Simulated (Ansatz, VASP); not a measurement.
## CuP: VASP beside Ansatz

The input INCAR:

```
SYSTEM = CuP
ALGO     = Normal         ! electronic algorithm
EDIFF    = 1E-6           ! SCF threshold, eV
EDIFFG   = -0.04          ! ionic threshold
ENCUT    = 600            ! plane-wave cutoff, eV
GGA      = PE             ! functional
IBRION   = 2              ! ionic algorithm
ISIF     = 3              ! what is computed and relaxed
ISMEAR   = 0              ! smearing method
LASPH    = .TRUE.         ! aspherical terms in the spheres
LCHARG   = .FALSE.        ! write CHGCAR
LREAL    = .FALSE.        ! projectors in reciprocal space
LWAVE    = .FALSE.        ! write WAVECAR
NELM     = 100            ! most SCF steps
NSW      = 90             ! ionic steps
PREC     = Accurate       ! precision mode
SIGMA    = 0.1            ! smearing width, eV
```

The input KPOINTS:

```
k-points
0
G
  6 6 6
  0 0 0
```

The input POSCAR:

```
CuP
1.0
    0.0000000000      2.5591624785      2.5591624785
    2.5591624785      0.0000000000      2.5591624785
    2.5591624785      2.5591624785      0.0000000000
Cu P
1 1
Direct
    0.0000000000      0.0000000000      0.0000000000
    0.7500000000      0.7500000000      0.7500000000
```

Input for Ansatz:

```yaml
crystal:
  lattice:
    - [0.0, 2.5591624785, 2.5591624785]
    - [2.5591624785, 0.0, 2.5591624785]
    - [2.5591624785, 2.5591624785, 0.0]
  atoms:
    - { symbol: Cu, position: [0.0, 0.0, 0.0] }
    - { symbol: P, position: [0.75, 0.75, 0.75] }
basis:
  ecutwfc: 420
kpoints:
  mp_grid: { grid: [6, 6, 6] }
hamiltonian:
  xc: pbe
scf:
  occupations: { method: gaussian, width: 0.1 }
  lower_state_search: "off"
output:
  forces: true
  stress: true
  eigenvalues: true
relax:
  adjacent_minimum: "off"
  f_tol: 0.04
  max_steps: 70
  cell: { stress_tol: 0.4 }
```

Alike in both runs: task relaxation of cell and atoms; functional PBE; k mesh 6 × 6 × 6; occupations gaussian, width 0.1 eV; no spin polarisation.

|  | VASP | Ansatz |
| --- | --- | --- |
| version | VASP 6.6.1 | Ansatz 0.2.0 |
| potentials or method | VASP PAW PBE potentials, release 64 (Cu, P), cutoff 600 eV | scalar-relativistic, plane waves, PAW |
| valence electrons in the cell | 16 | 24 |

|  | VASP | Ansatz | Ansatz less VASP |
| --- | --- | --- | --- |
| gap on the k mesh at the Fermi level, each at its own relaxed structure (eV) | none | none | - |
| relaxed volume (Å³/atom) | 17.64 | 17.60 | -0.046 |
| relaxed cell length with the largest relative difference (Å) | 3.682 | 3.678 | -0.0032 |

A gap of «none» marks a metal or a gap that the smearing closes. VASP's potentials hold 16 valence electrons a cell and Ansatz's 24, so a difference there can come from the potentials and not from the codes.
